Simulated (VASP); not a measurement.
# Ba (Pm-3n) in VASP: single point with PBEsol

Aim: the single point of Ba with PBEsol.

All numbers are computed with VASP 6.6.1; they aren't measurements. Logs are shortened: lines on timing, memory, paths and dates and some standing lists are left out, and cuts for length are marked.

## (1) The cell of the first run

Symmetry: Pm-3n, No. 223, cubic system. Conventional cell: a = 7.787 Å, b = 7.787 Å, c = 7.787 Å, α = 90.00°, β = 90.00°, γ = 90.00°. Ba (site symmetry m-3) has 12 Ba at 4.35 Å within 5.7 Å. Within 5.1 Å of Ba (site symmetry -4m2) lie 14 Ba at 3.89 to 4.77 Å.

## (2) Single point, PBEsol

INCAR reads:

```
PREC = Accurate
ENCUT = 520
EDIFF = 1E-6
ISMEAR = 0
SIGMA = 0.1
LREAL = F
LASPH = T
NELM = 100
ALGO = Fast
ISIF = 2
LWAVE = F
LCHARG = F
GGA = PS
NBANDS = 50
```

KPOINTS reads:

```
regular mesh
0
Gamma
  6 6 6
```

POSCAR reads:

```
Ba
1.0
    7.7874283938      0.0000000000      0.0000000000
    0.0000000000      7.7874283938      0.0000000000
    0.0000000000      0.0000000000      7.7874283938
Ba
8
Direct
    0.5000000000      0.5000000000      0.5000000000
    0.0000000000      0.0000000000      0.0000000000
    0.2500000000      0.0000000000      0.5000000000
    0.5000000000      0.2500000000      0.0000000000
    0.5000000000      0.7500000000      0.0000000000
    0.7500000000      0.0000000000      0.5000000000
    0.0000000000      0.5000000000      0.7500000000
    0.0000000000      0.5000000000      0.2500000000
```

Potentials or basis: VASP PAW PBE potentials, release 64 (Ba_sv).

Launch:

```sh
cat potpaw_PBE.64/Ba_sv/POTCAR > POTCAR
mpirun -np 1 vasp_std > vasp.out
```

OUTCAR:

```text
PREC = Accurate
   ENCUT = 520
   EDIFF = 1E-6
   ISMEAR = 0
   LREAL = F
   LASPH = T
   NELM = 100
   ISIF = 2
   GGA = PS

 ion  position               nearest neighbor table
   1  0.500  0.500  0.500-   3 4.35   4 4.35   5 4.35   6 4.35   7 4.35   8 4.35   4 4.35   5 4.35
                             3 4.35   6 4.35   7 4.35   8 4.35
   2  0.000  0.000  0.000-   3 4.35   4 4.35   5 4.35   6 4.35   7 4.35   8 4.35   3 4.35   6 4.35
                             7 4.35   8 4.35   4 4.35   5 4.35
   3  0.250  0.000  0.500-   6 3.89   6 3.89   1 4.35   2 4.35   1 4.35   2 4.35
   4  0.500  0.250  0.000-   5 3.89   5 3.89   1 4.35   1 4.35   2 4.35   2 4.35
   5  0.500  0.750  0.000-   4 3.89   4 3.89   1 4.35   1 4.35   2 4.35   2 4.35
   6  0.750  0.000  0.500-   3 3.89   3 3.89   1 4.35   2 4.35   1 4.35   2 4.35
   7  0.000  0.500  0.750-   8 3.89   8 3.89   1 4.35   2 4.35   2 4.35   1 4.35
   8  0.000  0.500  0.250-   7 3.89   7 3.89   1 4.35   2 4.35   2 4.35   1 4.35

  LATTYP: Found a simple cubic cell.
 ALAT       =     7.7874283938

  Lattice vectors:

 A1 = (   7.7874283938,   0.0000000000,   0.0000000000)
 A2 = (   0.0000000000,   7.7874283938,   0.0000000000)
 A3 = (   0.0000000000,   0.0000000000,   7.7874283938)

Analysis of symmetry for initial positions (statically):
=====================================================================
 Subroutine PRICEL returns:
 Original cell was already a primitive cell.

 Routine SETGRP: Setting up the symmetry group for a
 simple cubic supercell.

 Subroutine GETGRP returns: Found 48 space group operations
 (whereof 24 operations were pure point group operations)
 out of a pool of 48 trial point group operations.

The static configuration has the point symmetry T_h .
 The point group associated with its full space group is O_h .

Analysis of symmetry for dynamics (positions and initial velocities):
=====================================================================
 Subroutine PRICEL returns:
 Original cell was already a primitive cell.

 Routine SETGRP: Setting up the symmetry group for a
 simple cubic supercell.

 Subroutine GETGRP returns: Found 48 space group operations
 (whereof 24 operations were pure point group operations)
 out of a pool of 48 trial point group operations.

The dynamic configuration has the point symmetry T_h .
 The point group associated with its full space group is O_h .

 Subroutine INISYM returns: Found 48 space group operations
 (whereof 24 operations are pure point group operations),
 and found     1 'primitive' translations

----------------------------------------------------------------------------------------

                                     Primitive cell

  volume of cell :     472.2611

  direct lattice vectors                    reciprocal lattice vectors
     7.787428394  0.000000000  0.000000000     0.128412096  0.000000000  0.000000000
     0.000000000  7.787428394  0.000000000     0.000000000  0.128412096  0.000000000
     0.000000000  0.000000000  7.787428394     0.000000000  0.000000000  0.128412096

  length of vectors
     7.787428394  7.787428394  7.787428394     0.128412096  0.128412096  0.128412096

  position of ions in fractional coordinates (direct lattice)
     0.500000000  0.500000000  0.500000000
     0.000000000  0.000000000  0.000000000
     0.250000000  0.000000000  0.500000000
     0.500000000  0.250000000  0.000000000
     0.500000000  0.750000000  0.000000000
     0.750000000  0.000000000  0.500000000
     0.000000000  0.500000000  0.750000000
     0.000000000  0.500000000  0.250000000

  ion indices of the primitive-cell ions
   primitive index   ion index
                 1           1
                 2           2
                 3           3
                 4           4
                 5           5
                 6           6
                 7           7
                 8           8

----------------------------------------------------------------------------------------

 KPOINTS: regular mesh

Automatic generation of k-mesh.
 Grid dimensions read from file:
 generate k-points for:    6    6    6

 Generating k-lattice:

  Cartesian coordinates                     Fractional coordinates (reciprocal lattice)
     0.021402016  0.000000000  0.000000000     0.166666667  0.000000000  0.000000000
     0.000000000  0.021402016  0.000000000     0.000000000  0.166666667  0.000000000
     0.000000000  0.000000000  0.021402016     0.000000000  0.000000000  0.166666667

  Length of vectors
     0.021402016  0.021402016  0.021402016

  Shift w.r.t. Gamma in fractional coordinates (k-lattice)
     0.000000000  0.000000000  0.000000000

 Subroutine IBZKPT returns following result:
 ===========================================

 Found     20 irreducible k-points:

 Following reciprocal coordinates:
            Coordinates               Weight
  0.000000  0.000000  0.000000      1.000000
  0.166667  0.000000  0.000000      6.000000
  0.333333  0.000000  0.000000      6.000000
  0.500000  0.000000  0.000000      3.000000
  0.166667  0.166667  0.000000     12.000000
  0.333333  0.166667  0.000000     24.000000
[... 12 lines left out ...]
  0.500000  0.500000  0.333333      6.000000
  0.500000  0.500000  0.500000      1.000000
   k-points           NKPTS =     20   k-points in BZ     NKDIM =     20   number of bands    NBANDS=     50
   number of dos      NEDOS =    301   number of ions     NIONS =      8
   total plane-waves  NPLWV = 216000
   dimension x,y,z NGX =    60 NGY =   60 NGZ =   60
   dimension x,y,z NGXF=   120 NGYF=  120 NGZF=  120
   ions per type =               8
   NGX,Y,Z   is equivalent  to a cutoff of  12.81, 12.81, 12.81 a.u.
   NGXF,Y,Z  is equivalent  to a cutoff of  25.62, 25.62, 25.62 a.u.
 SYSTEM =  unknown system
   PREC   = accura    normal or accurate (medium, high low for compatibility)
   ISTART =      0    job   : 0-new  1-cont  2-samecut
   ICHARG =      2    charge: 1-file 2-atom 10-const
   ISPIN  =      1    spin polarized calculation?
   LNONCOLLINEAR =      F non collinear calculations
   LSORBIT =      F    spin-orbit coupling
   LASPH  =      T    aspherical Exc in radial PAW
   ENCUT  =  520.0 eV  38.22 Ry    6.18 a.u.  14.48 14.48 14.48*2*pi/ulx,y,z
   NELM   =    100;   NELMIN=  2; NELMDL= -5     # of ELM steps
   EDIFF  = 0.1E-05   stopping-criterion for ELM
   LREAL  =      F    real-space projection
   EDIFFG = 0.1E-04   stopping-criterion for IOM
   NSW    =      0    number of steps for IOM
   IBRION =     -1    ionic relax: 0-MD 1-quasi-New 2-CG
   NFREE  =      0    steps in history (QN), initial steepest desc. (CG)
   ISIF   =      2    stress and relaxation
   ISYM   =      2    0-nonsym 1-usesym 2-fastsym
   POTIM  = 0.5000    time-step for ionic-motion
   TEBEG  =    0.0;   TEEND  =   0.0 temperature during run
   PSTRESS=    0.0 pullay stress
   NELECT =      80.0000    total number of electrons
   NUPDOWN=      -1.0000    fix difference up-down
   EMIN   =  10.00;   EMAX   =-10.00  energy-range for DOS
   EFERMI =   0.00;   METHOD = LEGACY
   ISMEAR =     0;   SIGMA  =   0.10  broadening in eV -4-tet -1-fermi 0-gaus
   EFERMI_NEDOS =   21; number of points for ismear=-14 and -15
   IALGO  =     68    algorithm
   IMIX   =      4    mixing-type and parameters
     AMIX     =   0.40;   BMIX     =  1.00
     AMIX_MAG =   1.60;   BMIX_MAG =  1.00
  volume/ion in A,a.u.               =      59.03       398.37
  Fermi-wavevector in a.u.,A,eV,Ry     =   0.905825  1.711760 11.163827  0.820518
  Thomas-Fermi vector in A             =   2.029439
   LORBIT       =      0    0 simple, 1 ext, 2 COOP (PROOUT), +10 PAW based schemes
   GGA     = PS    functional components
   LHFCALC =     F    Hartree Fock is set to
   AEXX    =    0.0000 exact exchange contribution
   IVDW    =     0    specifies the selected vdW correction
   LEPSILON=     F    determine dielectric tensor
   LRPA    =     F    only Hartree local field effects (RPA)
 non-spin polarized calculation
 RMM-DIIS sequential band-by-band and
 Gauss-broadening in eV      SIGMA  =   0.10
  energy-cutoff  :      520.00
  volume of cell :      472.26
 maximum number of plane-waves:     12797
 NGX is ok and might be reduce to    60
   NGX = 29   NGY = 29   NGZ = 29

 number of electron      80.0000016 magnetization

 Free energy of the ion-electron system (eV)
  ---------------------------------------------------
  ext. energy  EPLUGINS =         0.00000000
  ---------------------------------------------------
  free energy    TOTEN  =       -16.83579680 eV

  energy without entropy =      -16.79829384  energy(sigma->0) =      -16.81704532

 E-fermi :   1.9242     XC(G=0):  -7.7156

 val. band max:        1.9207617217   @ k =   0.1667   0.0000   0.0000
 cond. band min:       1.9582248181   @ k =   0.1667   0.1667   0.0000
 fundamental gap:      0.0374630963
 Fermi energy:         1.9241720668

 k-point     1 :       0.0000    0.0000    0.0000
  band No.  band energies     occupation
      1     -27.0548      2.00000
      2     -27.0433      2.00000
      3     -26.9517      2.00000
      4     -26.9461      2.00000
      5     -26.9461      2.00000
      6     -26.8810      2.00000
[... 42 lines left out ...]
     49       2.3533      0.00000
     50       2.5590      0.00000

 k-point     2 :       0.1667    0.0000    0.0000
  band No.  band energies     occupation
      1     -27.0535      2.00000
      2     -27.0435      2.00000
      3     -26.9512      2.00000
      4     -26.9469      2.00000
      5     -26.9425      2.00000
      6     -26.8856      2.00000
[... 42 lines left out ...]
     49       2.4083      0.00000
     50       2.7128      0.00000

 k-point     3 :       0.3333    0.0000    0.0000
  band No.  band energies     occupation
      1     -27.0502      2.00000
      2     -27.0445      2.00000
      3     -26.9510      2.00000
      4     -26.9488      2.00000
      5     -26.9311      2.00000
      6     -26.8980      2.00000
[... 890 lines left out ...]
     49       2.6758      0.00000
     50       2.8223      0.00000

 k-point    20 :       0.5000    0.5000    0.5000
  band No.  band energies     occupation
      1     -27.0434      2.00000
      2     -27.0434      2.00000
      3     -26.9167      2.00000
      4     -26.9167      2.00000
      5     -26.9167      2.00000
      6     -26.9167      2.00000
[... 42 lines left out ...]
     49       2.5899      0.00000
     50       2.5965      0.00000

------------------------ aborting loop because EDIFF is reached ----------------------------------------

  FORCE on cell =-STRESS in cart. coord.  units (eV):
  Direction    XX          YY          ZZ          XY          YZ          ZX
  --------------------------------------------------------------------------------------
  -------------------------------------------------------------------------------------
  Total        0.1830806      0.1830806      0.1830806      0.0000000      0.0000000      0.0000000
  in kB        0.6211131      0.6211131      0.6211131      0.0000000      0.0000000      0.0000000
  external PRESSURE =       0.6211131 kB  Pullay stress =       0.0000000 kB

 VOLUME and BASIS-vectors are now :
 -----------------------------------------------------------------------------
  energy-cutoff  :      520.00
  volume of cell :      472.26
      direct lattice vectors                 reciprocal lattice vectors
     7.787428394  0.000000000  0.000000000     0.128412096  0.000000000  0.000000000
     0.000000000  7.787428394  0.000000000     0.000000000  0.128412096  0.000000000
     0.000000000  0.000000000  7.787428394     0.000000000  0.000000000  0.128412096

 POSITION                                       TOTAL-FORCE (eV/Angst)
 -----------------------------------------------------------------------------------
      3.89371      3.89371      3.89371         0.000000      0.000000     -0.000000
      0.00000      0.00000      0.00000         0.000000      0.000000     -0.000000
      1.94686      0.00000      3.89371        -0.000000     -0.000000     -0.000000
      3.89371      1.94686      0.00000        -0.000000     -0.000000     -0.000000
      3.89371      5.84057      0.00000        -0.000000      0.000000      0.000000
      5.84057      0.00000      3.89371         0.000000     -0.000000      0.000000
      0.00000      3.89371      5.84057         0.000000      0.000000     -0.000000
      0.00000      3.89371      1.94686         0.000000     -0.000000      0.000000
 -----------------------------------------------------------------------------------
    total drift:                                0.000000      0.000000     -0.000000

  FREE ENERGIE OF THE ION-ELECTRON SYSTEM (eV)
  ---------------------------------------------------
  free  energy   TOTEN  =       -16.8357967977 eV

  energy  without entropy=      -16.7982938381  energy(sigma->0) =      -16.81704532
```

Run time: 11 min. Hardware: 1 thread of Intel Xeon 6975P-C (Granite Rapids), shared host; peak memory 0.67 GiB.

What came out:

```yaml
Free_energy: -16.8358 eV
Pressure: 0.1 GPa
Band_gap_on_the_k_mesh: zero (bands 40 and 41 overlap by 0.12 eV)
```

Caveat: the PAW data sets were made with another functional, which shifts forces and pressure a little; spin-orbit coupling is left out, which moves the levels of the heavy elements.
